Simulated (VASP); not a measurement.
# Os (P6_3/mmc) in VASP: single point with PBEsol

Aim: the single point of Os with PBEsol.

Program: VASP 6.6.1. These are calculated values, not measurements. Logs are shortened: lines on timing, memory, paths and dates and some standing lists are left out, and cuts for length are marked.

### 1 The cell of the first run

It takes space group P6_3/mmc (No. 194, hexagonal). The conventional cell has a = 2.734 Å, b = 2.734 Å, c = 4.320 Å, α = 90.00°, β = 90.00°, γ = 120.00°. Os (site symmetry -6m2) has 12 Os at 2.68 to 2.73 Å within 3.5 Å.

### 2 Single point, PBEsol

File INCAR:

```
SYSTEM = Os
PREC = Accurate ; ENCUT = 520
EDIFF = 1E-7 ; ISMEAR = 1
SIGMA = 0.05 ; LREAL = .False.
LASPH = .True. ; NELM = 60
ALGO = Normal ; ISIF = 2
LWAVE = .False. ; LCHARG = .False.
GGA = PS ; NBANDS = 15
```

File KPOINTS:

```
Automatic mesh
0
Gamma
  18 18 10
  0 0 0
```

File POSCAR:

```
Os
1.0
    2.7341000000      0.0000000000      0.0000000000
   -1.3670500000      2.3678000000      0.0000000000
    0.0000000000      0.0000000000      4.3197000000
Os
2
Direct
    0.3333333333      0.6666666667      0.2500000000
    0.6666666667      0.3333333333      0.7500000000
```

Potentials or basis: VASP PAW PBE potentials, release 64 (Os).

Command:

```sh
$ cat potpaw_PBE.64/Os/POTCAR > POTCAR
$ mpirun -np 1 vasp_std > vasp.out
```

OUTCAR:

```text
SYSTEM = Os
   PREC = Accurate
   ENCUT = 520
   EDIFF = 1E-7
   ISMEAR = 1
   LREAL = .False.
   LASPH = .True.
   NELM = 60
   ISIF = 2
   GGA = PS

 ion  position               nearest neighbor table
   1  0.333  0.667  0.250-   2 2.68   2 2.68   2 2.68   2 2.68   2 2.68   2 2.68
   2  0.667  0.333  0.750-   1 2.68   1 2.68   1 2.68   1 2.68   1 2.68   1 2.68

  LATTYP: Found a hexagonal cell.
 ALAT       =     2.7341000000
 C/A-ratio  =     1.5799348963

  Lattice vectors:

 A1 = (   2.7341000000,   0.0000000000,   0.0000000000)
 A2 = (  -1.3670500000,   2.3678000000,   0.0000000000)
 A3 = (   0.0000000000,   0.0000000000,   4.3197000000)

Analysis of symmetry for initial positions (statically):
=====================================================================
 Subroutine PRICEL returns:
 Original cell was already a primitive cell.

 Routine SETGRP: Setting up the symmetry group for a
 hexagonal supercell.

 Subroutine GETGRP returns: Found 24 space group operations
 (whereof 12 operations were pure point group operations)
 out of a pool of 24 trial point group operations.

The static configuration has the point symmetry D_3d.
 The point group associated with its full space group is D_6h.

Analysis of symmetry for dynamics (positions and initial velocities):
=====================================================================
 Subroutine PRICEL returns:
 Original cell was already a primitive cell.

 Routine SETGRP: Setting up the symmetry group for a
 hexagonal supercell.

 Subroutine GETGRP returns: Found 24 space group operations
 (whereof 12 operations were pure point group operations)
 out of a pool of 24 trial point group operations.

The dynamic configuration has the point symmetry D_3d.
 The point group associated with its full space group is D_6h.

 Subroutine INISYM returns: Found 24 space group operations
 (whereof 12 operations are pure point group operations),
 and found     1 'primitive' translations

----------------------------------------------------------------------------------------

                                     Primitive cell

  volume of cell :      27.9649

  direct lattice vectors                    reciprocal lattice vectors
     2.734100000  0.000000000  0.000000000     0.365751070  0.211166484  0.000000000
    -1.367050000  2.367800000  0.000000000     0.000000000  0.422332967  0.000000000
     0.000000000  0.000000000  4.319700000     0.000000000  0.000000000  0.231497558

  length of vectors
     2.734100000  2.734099951  4.319700000     0.422332960  0.422332967  0.231497558

  position of ions in fractional coordinates (direct lattice)
     0.333333333  0.666666667  0.250000000
     0.666666667  0.333333333  0.750000000

  ion indices of the primitive-cell ions
   primitive index   ion index
                 1           1
                 2           2

----------------------------------------------------------------------------------------

 KPOINTS: Automatic mesh

Automatic generation of k-mesh.
 Grid dimensions read from file:
 generate k-points for:   18   18   10

 Generating k-lattice:

  Cartesian coordinates                     Fractional coordinates (reciprocal lattice)
     0.020319504  0.011731471  0.000000000     0.055555556 -0.000000000  0.000000000
     0.000000000  0.023462943  0.000000000     0.000000000  0.055555556  0.000000000
     0.000000000  0.000000000  0.023149756     0.000000000  0.000000000  0.100000000

  Length of vectors
     0.023462942  0.023462943  0.023149756

  Shift w.r.t. Gamma in fractional coordinates (k-lattice)
     0.000000000  0.000000000  0.000000000

 Subroutine IBZKPT returns following result:
 ===========================================

 Found    222 irreducible k-points:

 Following reciprocal coordinates:
            Coordinates               Weight
  0.000000  0.000000  0.000000      1.000000
  0.055556  0.000000  0.000000      6.000000
  0.111111  0.000000  0.000000      6.000000
  0.166667  0.000000  0.000000      6.000000
  0.222222  0.000000  0.000000      6.000000
  0.277778 -0.000000  0.000000      6.000000
[... 16 lines left out ...]
  0.333333  0.111111  0.000000     12.000000
  0.388889  0.111111  0.000000     12.000000
 [... further k-points ...]
   k-points           NKPTS =    222   k-points in BZ     NKDIM =    222   number of bands    NBANDS=     15
   number of dos      NEDOS =    301   number of ions     NIONS =      2
   total plane-waves  NPLWV =  12800
   dimension x,y,z NGX =    20 NGY =   20 NGZ =   32
   dimension x,y,z NGXF=    40 NGYF=   40 NGZF=   64
   ions per type =               2
   NGX,Y,Z   is equivalent  to a cutoff of  12.16, 12.16, 12.32 a.u.
   NGXF,Y,Z  is equivalent  to a cutoff of  24.32, 24.32, 24.63 a.u.
 SYSTEM =  Os
   PREC   = accura    normal or accurate (medium, high low for compatibility)
   ISTART =      0    job   : 0-new  1-cont  2-samecut
   ICHARG =      2    charge: 1-file 2-atom 10-const
   ISPIN  =      1    spin polarized calculation?
   LNONCOLLINEAR =      F non collinear calculations
   LSORBIT =      F    spin-orbit coupling
   LASPH  =      T    aspherical Exc in radial PAW
   ENCUT  =  520.0 eV  38.22 Ry    6.18 a.u.   5.08  5.08  8.03*2*pi/ulx,y,z
   NELM   =     60;   NELMIN=  2; NELMDL= -5     # of ELM steps
   EDIFF  = 0.1E-06   stopping-criterion for ELM
   LREAL  =      F    real-space projection
   EDIFFG = 0.1E-05   stopping-criterion for IOM
   NSW    =      0    number of steps for IOM
   IBRION =     -1    ionic relax: 0-MD 1-quasi-New 2-CG
   NFREE  =      0    steps in history (QN), initial steepest desc. (CG)
   ISIF   =      2    stress and relaxation
   ISYM   =      2    0-nonsym 1-usesym 2-fastsym
   POTIM  = 0.5000    time-step for ionic-motion
   TEBEG  =    0.0;   TEEND  =   0.0 temperature during run
   PSTRESS=    0.0 pullay stress
   NELECT =      16.0000    total number of electrons
   NUPDOWN=      -1.0000    fix difference up-down
   EMIN   =  10.00;   EMAX   =-10.00  energy-range for DOS
   EFERMI =   0.00;   METHOD = LEGACY
   ISMEAR =     1;   SIGMA  =   0.05  broadening in eV -4-tet -1-fermi 0-gaus
   EFERMI_NEDOS =   21; number of points for ismear=-14 and -15
   IALGO  =     38    algorithm
   IMIX   =      4    mixing-type and parameters
     AMIX     =   0.40;   BMIX     =  1.00
     AMIX_MAG =   1.60;   BMIX_MAG =  1.00
  volume/ion in A,a.u.               =      13.98        94.36
  Fermi-wavevector in a.u.,A,eV,Ry     =   1.359076  2.568282 25.131162  1.847088
  Thomas-Fermi vector in A             =   2.485855
   LORBIT       =      0    0 simple, 1 ext, 2 COOP (PROOUT), +10 PAW based schemes
   GGA     = PS    functional components
   LHFCALC =     F    Hartree Fock is set to
   AEXX    =    0.0000 exact exchange contribution
   IVDW    =     0    specifies the selected vdW correction
   LEPSILON=     F    determine dielectric tensor
   LRPA    =     F    only Hartree local field effects (RPA)
 non-spin polarized calculation
 Methfessel and Paxton  Order N= 1 SIGMA  =   0.05
  energy-cutoff  :      520.00
  volume of cell :       27.96
 maximum number of plane-waves:       770
   NGX = 11   NGY = 11   NGZ = 17

 number of electron      15.9999998 magnetization

 Free energy of the ion-electron system (eV)
  ---------------------------------------------------
  ext. energy  EPLUGINS =         0.00000000
  ---------------------------------------------------
  free energy    TOTEN  =       -24.48095946 eV

  energy without entropy =      -24.48104647  energy(sigma->0) =      -24.48098847

 E-fermi :   9.3089     XC(G=0): -14.1563

 val. band max:        9.3082896914   @ k =   0.0000   0.0000   0.0000
 cond. band min:       9.3167633551   @ k =   0.4444   0.1111   0.4000
 fundamental gap:      0.0084736637
 Fermi energy:         9.3088562612

 k-point     1 :       0.0000    0.0000    0.0000
  band No.  band energies     occupation
      1      -1.6856      2.00000
      2       1.4845      2.00000
      3       6.2420      2.00000
      4       6.2420      2.00000
      5       6.4987      2.00000
      6       7.0882      2.00000
      7       7.0882      2.00000
      8       7.7466      2.00000
      9       7.7466      2.00000
     10       9.3083      1.01918
     11      11.0067      0.00000
     12      11.0067      0.00000
     13      18.3599      0.00000
     14      23.3492      0.00000
     15      26.0840      0.00000

 k-point     2 :       0.0556    0.0000    0.0000
  band No.  band energies     occupation
      1      -1.5599      2.00000
      2       1.5969      2.00000
      3       5.9542      2.00000
      4       6.3528      2.00000
      5       6.7517      2.00000
      6       7.0116      2.00000
      7       7.1917      2.00000
      8       7.5947      2.00000
      9       7.6556      2.00000
     10       8.7105      2.00000
     11      11.0704      0.00000
     12      11.7890      0.00000
     13      18.3512      0.00000
     14      23.6114      0.00000
     15      26.2497      0.00000

 k-point     3 :       0.1111    0.0000    0.0000
  band No.  band energies     occupation
      1      -1.1932      2.00000
      2       1.9121      2.00000
      3       5.5306      2.00000
      4       6.6808      2.00000
      5       6.7757      2.00000
      6       6.9812      2.00000
      7       7.1479      2.00000
      8       7.4146      2.00000
      9       7.4972      2.00000
     10       8.0779      2.00000
     11      11.2322      0.00000
     12      13.1404      0.00000
     13      18.3052      0.00000
     14      24.3247      0.00000
     15      26.6834      0.00000
[... 343 lines left out ...]
 k-point    23 :       0.3333    0.1111    0.0000
  band No.  band energies     occupation
      1       2.3104      2.00000
      2       2.7042      2.00000
      3       3.1892      2.00000
      4       5.3132      2.00000
      5       5.7382      2.00000
      6       6.8494      2.00000
      7       7.0517      2.00000
      8      10.0786     -0.00000
      9      10.8833      0.00000
     10      11.7973      0.00000
     11      12.2119      0.00000
     12      17.7881      0.00000
     13      18.4004      0.00000
     14      20.6935      0.00000
     15      20.8521      0.00000

 k-point    24 :       0.3889    0.1111    0.0000
  band No.  band energies     occupation
      1       2.4701      2.00000
      2       2.5810      2.00000
      3       2.9224      2.00000
      4       5.6844      2.00000
      5       5.7677      2.00000
      6       6.6754      2.00000
      7       7.3770      2.00000
      8      10.9019      0.00000
      9      11.3359      0.00000
     10      11.8272      0.00000
     11      13.2259      0.00000
     12      16.2418      0.00000
     13      18.7165      0.00000
     14      19.7990      0.00000
     15      21.5660      0.00000

 [... further k-points ...]

------------------------ aborting loop because EDIFF is reached ----------------------------------------

  FORCE on cell =-STRESS in cart. coord.  units (eV):
  Direction    XX          YY          ZZ          XY          YZ          ZX
  --------------------------------------------------------------------------------------
  -------------------------------------------------------------------------------------
  Total       -0.4580331     -0.4580331     -0.3353252      0.0000000      0.0000000      0.0000000
  in kB      -26.2418507    -26.2418494    -19.2116116      0.0000000      0.0000000      0.0000000
  external PRESSURE =     -23.8984372 kB  Pullay stress =       0.0000000 kB

 VOLUME and BASIS-vectors are now :
 -----------------------------------------------------------------------------
  energy-cutoff  :      520.00
  volume of cell :       27.96
      direct lattice vectors                 reciprocal lattice vectors
     2.734100000  0.000000000  0.000000000     0.365751070  0.211166484  0.000000000
    -1.367050000  2.367800000  0.000000000     0.000000000  0.422332967  0.000000000
     0.000000000  0.000000000  4.319700000     0.000000000  0.000000000  0.231497558

 POSITION                                       TOTAL-FORCE (eV/Angst)
 -----------------------------------------------------------------------------------
     -0.00000      1.57853      1.07993        -0.000000      0.000000      0.000000
      1.36705      0.78927      3.23977         0.000000     -0.000000      0.000000
 -----------------------------------------------------------------------------------
    total drift:                               -0.000000      0.000000     -0.000000

  FREE ENERGIE OF THE ION-ELECTRON SYSTEM (eV)
  ---------------------------------------------------
  free  energy   TOTEN  =       -24.4809594649 eV

  energy  without entropy=      -24.4810464748  energy(sigma->0) =      -24.48098847
```

It took 1.8 min on 1 thread of Intel Xeon 8259CL, shared host; peak memory 0.2 GiB.

What came out:

```yaml
Free_energy: -24.4810 eV
Pressure: -2.4 GPa
Band_gap_on_the_k_mesh: zero (bands 8 and 9 overlap by 3.95 eV)
```

Levels at points of the mesh, in eV from the Fermi level:
```csv
k point,band 5,band 6,band 7,band 8,band 9,band 10,band 11,band 12
"(0.00, 0.00, 0.00)",-2.81,-2.22,-2.22,-1.56,-1.56,0.00,1.70,1.70
"(0.50, 0.00, 0.00)",-2.94,-2.58,-1.89,2.05,2.61,2.74,4.42,5.71
"(0.00, 0.00, 0.50)",-3.26,-3.26,-3.26,-3.26,0.90,0.90,0.90,0.90
"(0.50, 0.00, 0.50)",-1.21,-1.21,-0.18,-0.18,2.39,2.39,3.31,3.31
```

Caveat: the PAW data sets were made with another functional, which shifts forces and pressure a little; spin-orbit coupling is left out, which moves the levels of the heavy elements.
